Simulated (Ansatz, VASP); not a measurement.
**Ti3W in VASP and in Ansatz**

```
Ti W
1.0
     5.77709    0.00000    0.00000
    -2.88854    5.00310    0.00000
     0.00000    0.00000    4.67029
Ti W
6 2
Direct
  0.83065 0.66131 0.25000
  0.16935 0.83065 0.75000
  0.33869 0.16935 0.25000
  0.16935 0.33869 0.75000
  0.83065 0.16935 0.25000
  0.66131 0.83065 0.75000
  0.33333 0.66667 0.25000
  0.66667 0.33333 0.75000
```

Alike in both runs: functional PBE; k mesh 6 × 6 × 4; occupations gaussian, width 0.1 eV; no spin polarisation.

Ansatz relaxed the structure, and its values are those at the end. VASP's run is a single point on that final structure, the one shown.

|  | VASP | Ansatz |
| --- | --- | --- |
| version | VASP 6.6.1 | Ansatz 0.2.0 |
| potentials or method | VASP PAW PBE potentials, release 64 (Ti_sv, W_sv), cutoff 520 eV | scalar-relativistic, plane waves, PAW |
| valence electrons in the cell | 100 | 100 |

|  | VASP | Ansatz | Ansatz less VASP |
| --- | --- | --- | --- |
| gap on the k mesh at the Fermi level (eV) | none | none | - |
| pressure (GPa) | -0.2 | 0.0 | +0.19 |
| rms of the force components (eV/Å) | 0.005 | 0.006 | +0.0012 |

A gap of «none» marks a metal or a gap that the smearing closes. The functional is the same, so the differences come from potentials, cutoffs and numerics.

Spin-orbit coupling is off throughout.
